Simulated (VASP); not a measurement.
# TePb (Fm-3m) in VASP: notebook

The runs below take TePb through single point, with HSE06.

All numbers are computed with VASP 6.6.1; they aren't measurements. Logs are shortened: lines on timing, memory, paths and dates and some standing lists are left out, and cuts for length are marked.

### 1 The cell of the first run

Symmetry: Fm-3m, No. 225, cubic system. The conventional cell has a = 6.536 Å, b = 6.536 Å, c = 6.536 Å, α = 90.00°, β = 90.00°, γ = 90.00°. Pb (site symmetry m-3m) has 6 Te at 3.27 Å within 4.3 Å. Te (site symmetry m-3m) has 6 Pb at 3.27 Å within 4.3 Å.

### 2 Single point, HSE06

File POSCAR:

```
TePb
1.0
    0.0000000000      3.2678368418      3.2678368418
    3.2678368418      0.0000000000      3.2678368418
    3.2678368418      3.2678368418      0.0000000000
Pb Te
1 1
Direct
    0.0000000000      0.0000000000      0.0000000000
    0.5000000000      0.5000000000      0.5000000000
```

File INCAR.step1:

```
SYSTEM = TePb
PREC = Accurate
ENCUT = 520
EDIFF = 1E-5
ISMEAR = 0
SIGMA = 0.01
LREAL = .False.
LASPH = .True.
NELM = 60
ALGO = Normal
ISIF = 2
LWAVE = .True.
NBANDS = 17
GGA = PE
```

File INCAR.step2:

```
SYSTEM = TePb
PREC = Accurate
ENCUT = 520
EDIFF = 1E-6
ISMEAR = 0
SIGMA = 0.01
LREAL = .False.
LASPH = .True.
NELM = 60
ALGO = Normal
ISIF = 2
LWAVE = .False.
LCHARG = .True.
GGA = PE
LHFCALC = .True.
HFSCREEN = 0.2079
PRECFOCK = Normal
LELF = .True.
LVHAR = .True.
NBANDS = 17
ISTART = 1
```

File KPOINTS:

```
Automatic mesh
0
Gamma
  4 4 4
  0 0 0
```

Potentials or basis: VASP PAW PBE potentials, release 64 (Pb_d, Te).

Run with:

```bash
> cat potpaw_PBE.64/Pb_d/POTCAR potpaw_PBE.64/Te/POTCAR > POTCAR
> cp INCAR.step1 INCAR
> mpirun -np 1 vasp_std > vasp.out
> cp INCAR.step2 INCAR
> mpirun -np 1 vasp_std > vasp.out
```

OUTCAR:

```text
SYSTEM = TePb
   PREC = Accurate
   ENCUT = 520
   EDIFF = 1E-6
   ISMEAR = 0
   LREAL = .False.
   LASPH = .True.
   NELM = 60
   ISIF = 2
   GGA = PE
   LHFCALC = .True.
   HFSCREEN = 0.2079
   PRECFOCK = Normal
   ISTART = 1

 ion  position               nearest neighbor table
   1  0.000  0.000  0.000-   2 3.27   2 3.27   2 3.27   2 3.27   2 3.27   2 3.27
   2  0.500  0.500  0.500-   1 3.27   1 3.27   1 3.27   1 3.27   1 3.27   1 3.27

  LATTYP: Found a face centered cubic cell.
 ALAT       =     6.5356736836

  Lattice vectors:

 A1 = (   0.0000000000,   3.2678368418,   3.2678368418)
 A2 = (   3.2678368418,   0.0000000000,   3.2678368418)
 A3 = (   3.2678368418,   3.2678368418,   0.0000000000)

Analysis of symmetry for initial positions (statically):
=====================================================================
 Subroutine PRICEL returns:
 Original cell was already a primitive cell.

 Routine SETGRP: Setting up the symmetry group for a
 face centered cubic supercell.

 Subroutine GETGRP returns: Found 48 space group operations
 (whereof 48 operations were pure point group operations)
 out of a pool of 48 trial point group operations.

The static configuration has the point symmetry O_h .

Analysis of symmetry for dynamics (positions and initial velocities):
=====================================================================
 Subroutine PRICEL returns:
 Original cell was already a primitive cell.

 Routine SETGRP: Setting up the symmetry group for a
 face centered cubic supercell.

 Subroutine GETGRP returns: Found 48 space group operations
 (whereof 48 operations were pure point group operations)
 out of a pool of 48 trial point group operations.

The dynamic configuration has the point symmetry O_h .

 Subroutine INISYM returns: Found 48 space group operations
 (whereof 48 operations are pure point group operations),
 and found     1 'primitive' translations

----------------------------------------------------------------------------------------

                                     Primitive cell

  volume of cell :      69.7929

  direct lattice vectors                    reciprocal lattice vectors
     0.000000000  3.267836842  3.267836842    -0.153006415  0.153006415  0.153006415
     3.267836842  0.000000000  3.267836842     0.153006415 -0.153006415  0.153006415
     3.267836842  3.267836842  0.000000000     0.153006415  0.153006415 -0.153006415

  length of vectors
     4.621419181  4.621419181  4.621419181     0.265014885  0.265014885  0.265014885

  position of ions in fractional coordinates (direct lattice)
     0.000000000  0.000000000  0.000000000
     0.500000000  0.500000000  0.500000000

  ion indices of the primitive-cell ions
   primitive index   ion index
                 1           1
                 2           2

----------------------------------------------------------------------------------------

 KPOINTS: Automatic mesh

Automatic generation of k-mesh.
 Grid dimensions read from file:
 generate k-points for:    4    4    4

 Generating k-lattice:

  Cartesian coordinates                     Fractional coordinates (reciprocal lattice)
    -0.038251604  0.038251604  0.038251604     0.250000000  0.000000000  0.000000000
     0.038251604 -0.038251604  0.038251604     0.000000000  0.250000000  0.000000000
     0.038251604  0.038251604 -0.038251604     0.000000000  0.000000000  0.250000000

  Length of vectors
     0.066253721  0.066253721  0.066253721

  Shift w.r.t. Gamma in fractional coordinates (k-lattice)
     0.000000000  0.000000000  0.000000000

 Subroutine IBZKPT returns following result:
 ===========================================

 Found      8 irreducible k-points:

 Following reciprocal coordinates:
            Coordinates               Weight
  0.000000  0.000000  0.000000      1.000000
  0.250000  0.000000  0.000000      8.000000
  0.500000  0.000000  0.000000      4.000000
  0.250000  0.250000  0.000000      6.000000
  0.500000  0.250000  0.000000     24.000000
 -0.250000  0.250000  0.000000     12.000000
  0.500000  0.500000  0.000000      3.000000
 -0.250000  0.500000  0.250000      6.000000
   k-points           NKPTS =      8   k-points in BZ     NKDIM =     64   number of bands    NBANDS=     17
   number of dos      NEDOS =    301   number of ions     NIONS =      2
   total plane-waves  NPLWV =  46656
   dimension x,y,z NGX =    36 NGY =   36 NGZ =   36
   dimension x,y,z NGXF=    72 NGYF=   72 NGZF=   72
   ions per type =               1   1
   NGX,Y,Z   is equivalent  to a cutoff of  12.95, 12.95, 12.95 a.u.
   NGXF,Y,Z  is equivalent  to a cutoff of  25.90, 25.90, 25.90 a.u.
 SYSTEM =  TePb
   PREC   = accura    normal or accurate (medium, high low for compatibility)
   ISTART =      1    job   : 0-new  1-cont  2-samecut
   ICHARG =      0    charge: 1-file 2-atom 10-const
   ISPIN  =      1    spin polarized calculation?
   LNONCOLLINEAR =      F non collinear calculations
   LSORBIT =      F    spin-orbit coupling
   LASPH  =      T    aspherical Exc in radial PAW
   ENCUT  =  520.0 eV  38.22 Ry    6.18 a.u.   8.59  8.59  8.59*2*pi/ulx,y,z
   NELM   =     60;   NELMIN=  2; NELMDL=  0     # of ELM steps
   EDIFF  = 0.1E-05   stopping-criterion for ELM
   LREAL  =      F    real-space projection
   EDIFFG = 0.1E-04   stopping-criterion for IOM
   NSW    =      0    number of steps for IOM
   IBRION =     -1    ionic relax: 0-MD 1-quasi-New 2-CG
   NFREE  =      0    steps in history (QN), initial steepest desc. (CG)
   ISIF   =      2    stress and relaxation
   ISYM   =      3    0-nonsym 1-usesym 2-fastsym
   POTIM  = 0.5000    time-step for ionic-motion
   TEBEG  =    0.0;   TEEND  =   0.0 temperature during run
   PSTRESS=    0.0 pullay stress
   NELECT =      20.0000    total number of electrons
   NUPDOWN=      -1.0000    fix difference up-down
   EMIN   =  10.00;   EMAX   =-10.00  energy-range for DOS
   EFERMI =   0.00;   METHOD = LEGACY
   ISMEAR =     0;   SIGMA  =   0.01  broadening in eV -4-tet -1-fermi 0-gaus
   EFERMI_NEDOS =   21; number of points for ismear=-14 and -15
   IALGO  =     38    algorithm
   IMIX   =      1    mixing-type and parameters
     AMIX     =   0.40;   BMIX     =  1.00
     AMIX_MAG =   1.60;   BMIX_MAG =  1.00
  volume/ion in A,a.u.               =      34.90       235.49
  Fermi-wavevector in a.u.,A,eV,Ry     =   1.079314  2.039608 15.849680  1.164919
  Thomas-Fermi vector in A             =   2.215276
   LORBIT       =      0    0 simple, 1 ext, 2 COOP (PROOUT), +10 PAW based schemes
   GGA     = PE    functional components
   LHFCALC =     T    Hartree Fock is set to
   PRECFOCK=normal    Normal, Fast or Accurate (Low or Medium for compatibility)
   ENCUT4O =  -1.0   cutoff for four orbital integrals eV
   NKREDX  =     1    reduce k-point grid by
   NKREDY  =     1    reduce k-point grid by
   NKREDZ  =     1    reduce k-point grid by
   AEXX    =    0.2500 exact exchange contribution
   HFSCREEN=    0.2079 screening length (either q_TF or 0.3 A-1)
   HFSCREENC=   0.2079 screening length for correlation (either q_TF or 0.3 A-1)
   ENCUTFOCK=  -1.0 apply spherical cutoff to Coloumb kernel
   IVDW    =     0    specifies the selected vdW correction
   LEPSILON=     F    determine dielectric tensor
   LRPA    =     F    only Hartree local field effects (RPA)
 non-spin polarized calculation
 Gauss-broadening in eV      SIGMA  =   0.01
  energy-cutoff  :      520.00
  volume of cell :       69.79
 maximum number of plane-waves:      1893
 NGX is ok and might be reduce to    36
  NGX = 28; NGY = 28; NGZ = 28

 number of electron      20.0000002 magnetization

 Free energy of the ion-electron system (eV)
  ---------------------------------------------------
  ext. energy  EPLUGINS =         0.00000000
  ---------------------------------------------------
  free energy    TOTEN  =        -8.96803767 eV

  energy without entropy =       -8.96803767  energy(sigma->0) =       -8.96803767

 E-fermi :   4.9567     XC(G=0):  -7.6418

 val. band max:        4.9008150154   @ k =   0.5000   0.0000   0.0000
 cond. band min:       6.0667887358   @ k =   0.5000   0.0000   0.0000
 fundamental gap:      1.1659737203
 Fermi energy:         4.9566569408

 k-point     1 :       0.0000    0.0000    0.0000
  band No.  band energies     occupation
      1     -13.5944      2.00000
      2     -13.5944      2.00000
      3     -13.5799      2.00000
      4     -13.5799      2.00000
      5     -13.5799      2.00000
      6      -8.0624      2.00000
[... 9 lines left out ...]
     16      11.3600      0.00000
     17      12.9794      0.00000

 k-point     2 :       0.2500    0.0000    0.0000
  band No.  band energies     occupation
      1     -13.6015      2.00000
      2     -13.6015      2.00000
      3     -13.5788      2.00000
      4     -13.5730      2.00000
      5     -13.5730      2.00000
      6      -7.5143      2.00000
[... 9 lines left out ...]
     16      12.5040      0.00000
     17      15.8641      0.00000

 k-point     3 :       0.5000    0.0000    0.0000
  band No.  band energies     occupation
      1     -13.6094      2.00000
      2     -13.6094      2.00000
      3     -13.5780      2.00000
      4     -13.5653      2.00000
      5     -13.5653      2.00000
      6      -6.5676      2.00000
[... 9 lines left out ...]
     16      14.9751      0.00000
     17      14.9751      0.00000

 k-point     4 :       0.2500    0.2500    0.0000
  band No.  band energies     occupation
      1     -13.6188      2.00000
      2     -13.5896      2.00000
      3     -13.5840      2.00000
      4     -13.5691      2.00000
      5     -13.5691      2.00000
      6      -7.3440      2.00000
[... 9 lines left out ...]
     16      14.0990      0.00000
     17      14.0995      0.00000

 k-point     5 :       0.5000    0.2500    0.0000
  band No.  band energies     occupation
      1     -13.6289      2.00000
      2     -13.5965      2.00000
      3     -13.5800      2.00000
      4     -13.5655      2.00000
      5     -13.5620      2.00000
      6      -6.4654      2.00000
[... 9 lines left out ...]
     16      15.4076      0.00000
     17      16.1842      0.00000

 k-point     6 :      -0.2500    0.2500    0.0000
  band No.  band energies     occupation
      1     -13.6122      2.00000
      2     -13.6062      2.00000
      3     -13.5742      2.00000
      4     -13.5696      2.00000
      5     -13.5682      2.00000
      6      -6.7516      2.00000
[... 9 lines left out ...]
     16      14.2250      0.00000
     17      15.0196      0.00000

 k-point     7 :       0.5000    0.5000    0.0000
  band No.  band energies     occupation
      1     -13.6503      2.00000
      2     -13.5883      2.00000
      3     -13.5849      2.00000
      4     -13.5574      2.00000
      5     -13.5574      2.00000
      6      -6.3110      2.00000
[... 9 lines left out ...]
     16      16.3837      0.00000
     17      16.7615      0.00000

 k-point     8 :      -0.2500    0.5000    0.2500
  band No.  band energies     occupation
      1     -13.6340      2.00000
      2     -13.5976      2.00000
      3     -13.5734      2.00000
      4     -13.5734      2.00000
      5     -13.5575      2.00000
      6      -6.1542      2.00000
[... 9 lines left out ...]
     16      16.6767      0.00000
     17      16.7044      0.00000

------------------------ aborting loop because EDIFF is reached ----------------------------------------

  FORCE on cell =-STRESS in cart. coord.  units (eV):
  Direction    XX          YY          ZZ          XY          YZ          ZX
  --------------------------------------------------------------------------------------
  -------------------------------------------------------------------------------------
  Total       -0.2250408     -0.2250408     -0.2250408      0.0000000      0.0000000     -0.0000000
  in kB       -5.1660764     -5.1660764     -5.1660764      0.0000000      0.0000000     -0.0000000
  external PRESSURE =      -5.1660764 kB  Pullay stress =       0.0000000 kB

 VOLUME and BASIS-vectors are now :
 -----------------------------------------------------------------------------
  energy-cutoff  :      520.00
  volume of cell :       69.79
      direct lattice vectors                 reciprocal lattice vectors
     0.000000000  3.267836842  3.267836842    -0.153006415  0.153006415  0.153006415
     3.267836842  0.000000000  3.267836842     0.153006415 -0.153006415  0.153006415
     3.267836842  3.267836842  0.000000000     0.153006415  0.153006415 -0.153006415

 POSITION                                       TOTAL-FORCE (eV/Angst)
 -----------------------------------------------------------------------------------
      0.00000      0.00000      0.00000        -0.000000     -0.000000      0.000000
      3.26784      3.26784      3.26784         0.000000      0.000000     -0.000000
 -----------------------------------------------------------------------------------
    total drift:                               -0.000001     -0.000002     -0.000000

  FREE ENERGIE OF THE ION-ELECTRON SYSTEM (eV)
  ---------------------------------------------------
  free  energy   TOTEN  =        -8.9680376677 eV

  energy  without entropy=       -8.9680376677  energy(sigma->0) =       -8.96803767
```

Wall time 15 min (1 thread of AMD EPYC 7R43 (Zen 3), shared host); peak memory 0.29 GiB.

Results:

| Property | Result |
| --- | --- |
| Free energy | -8.9680 eV |
| Pressure | -0.5 GPa |
| Band gap on the k mesh | 1.17 eV |

Levels at points of the mesh, in eV from the valence-band top:
```tsv
k point	band 7	band 8	band 9	band 10	band 11	band 12	band 13	band 14
(0.00, 0.00, 0.00)	-6.01	-1.43	-1.43	-1.43	4.73	4.73	4.73	6.46
(0.50, 0.00, 0.00)	-9.19	-0.99	-0.99	0.00	1.17	1.75	1.75	9.11
(0.50, 0.50, 0.00)	-7.79	-4.77	-2.96	-2.96	3.87	6.16	6.16	7.41
```

Caveat: the structure was generated, so it needn't be the stable form of TePb; the PAW data sets were made with another functional, which shifts forces and pressure a little; spin-orbit coupling is left out, which moves the levels of the heavy elements. A k mesh can miss the band edges.

### 3 Single point, HSE06

POSCAR is that of step 2.

File INCAR.step1:

```
PREC = Accurate
ENCUT = 520
EDIFF = 1E-5
ISMEAR = 0
SIGMA = 0.05
LREAL = F
LASPH = T
NELM = 80
ALGO = Normal
ISIF = 2
LWAVE = T
NBANDS = 17
GGA = PE
```

File INCAR.step2:

```
PREC = Accurate
ENCUT = 520
EDIFF = 1E-6
ISMEAR = 0
SIGMA = 0.05
LREAL = F
LASPH = T
NELM = 80
ALGO = Normal
ISIF = 2
LWAVE = F
LCHARG = T
GGA = PE
LHFCALC = T
HFSCREEN = 0.2079
PRECFOCK = Normal
LELF = T
LVHAR = T
NBANDS = 17
ISTART = 1
```

File KPOINTS:

```
regular mesh
0
Gamma
  4 4 4
```

Potentials or basis: VASP PAW PBE potentials, release 64 (Pb_d, Te).

Run with:

```bash
> cat potpaw_PBE.64/Pb_d/POTCAR potpaw_PBE.64/Te/POTCAR > POTCAR
> cp INCAR.step1 INCAR
> mpirun -np 1 vasp_std > vasp.out
> cp INCAR.step2 INCAR
> mpirun -np 1 vasp_std > vasp.out
```

Wall time 14 min (1 thread of AMD EPYC 7R43 (Zen 3), shared host); peak memory 0.28 GiB.

The run converged. Its results:

```yaml
Free_energy: -8.9680 eV
Pressure: -0.5 GPa
Band_gap_on_the_k_mesh: 1.17 eV
```

Levels at points of the mesh, in eV from the valence-band top:
| k point | band 7 | band 8 | band 9 | band 10 | band 11 | band 12 | band 13 | band 14 |
| --- | --- | --- | --- | --- | --- | --- | --- | --- |
| (0.00, 0.00, 0.00) | -6.01 | -1.43 | -1.43 | -1.43 | 4.73 | 4.73 | 4.73 | 6.46 |
| (0.50, 0.00, 0.00) | -9.19 | -0.99 | -0.99 | 0.00 | 1.17 | 1.75 | 1.75 | 9.11 |
| (0.50, 0.50, 0.00) | -7.79 | -4.77 | -2.96 | -2.96 | 3.87 | 6.16 | 6.16 | 7.41 |

Caveat: the structure was generated, so it needn't be the stable form of TePb; the PAW data sets were made with another functional, which shifts forces and pressure a little; spin-orbit coupling is left out, which moves the levels of the heavy elements.
